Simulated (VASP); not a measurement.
Crystal: Be3TeSe2.

```xyz
12
Lattice="3.7000 0.0000 0.0000 0.0000 3.7000 0.0000 0.0000 0.0000 15.7000" Properties=species:S:1:pos:R:3 pbc="T T T"
Be    1.8500    1.8500    2.6167
Be    0.0000    0.0000    5.2333
Be    1.8500    1.8500    7.8500
Be    0.0000    0.0000   10.4667
Be    1.8500    1.8500   13.0833
Be    0.0000    0.0000    0.0000
Te    0.0000    1.8500    1.3083
Te    1.8500    0.0000   14.3917
Se    1.8500    0.0000    3.9250
Se    0.0000    1.8500    6.5417
Se    1.8500    0.0000    9.1583
Se    0.0000    1.8500   11.7750
```

```yaml
Program: VASP 6.6.1
Task: relaxation of cell and atoms
Functional: PBE
Potentials_or_basis: VASP PAW PBE potentials, release 64 (Be, Te, Se)
Cutoff: 600 eV
k_mesh: 3 × 3 × 1
Occupations: gaussian, width 0.15 eV
Spin: no spin polarisation
```

At the start: pressure 6.7 GPa; volume 17.91 Å³/atom.

**Question.** How do energy, volume and symmetry change on relaxing?

**Answer.** Over 11 steps the energy falls by 69.7 meV/atom and the volume is 19.29 Å³/atom (+7.7 %); space group P-4m2 (No. 115, to 0.05 Å).

The path:
```
step  energy change (eV)  largest force (eV/Å)  pressure (GPa)  volume (Å³)
   1              0.0000                1.4960            6.66       214.93
   2             -0.5178                0.5648           -1.56       238.93
   3             -0.5248                0.6523           -0.82       236.15
   4             -0.6066                0.4782           -0.54       234.68
   5             -0.7230                0.4188            0.42       230.23
   6             -0.7242                0.4246            0.54       229.70
   7             -0.7761                0.2998           -0.19       232.03
   8             -0.7913                0.2877           -0.82       234.17
   9             -0.8267                0.1844            0.13       230.76
  10             -0.8283                0.1784            0.39       229.88
  11             -0.8369                0.0724           -0.09       231.46
```

Final structure:
```
Be Te Se
1.0
     3.83702    0.00000    0.00000
     0.00000    3.83702    0.00000
     0.00000    0.00000   15.72155
Be Te Se
6 2 4
Direct
  0.50000 0.50000 0.18595
  0.00000 0.00000 0.34266
  0.50000 0.50000 0.50000
  0.00000 0.00000 0.65734
  0.50000 0.50000 0.81405
  0.00000 0.00000 0.00000
  0.00000 0.50000 0.09248
  0.50000 0.00000 0.90752
  0.50000 0.00000 0.26412
  0.00000 0.50000 0.42101
  0.50000 0.00000 0.57899
  0.00000 0.50000 0.73587
```

Caveat: the k points lie up to 0.55 Å⁻¹ apart in the final cell; the relaxation stopped at a loose force limit of 0.08 eV/Å, so its end isn't a converged minimum.
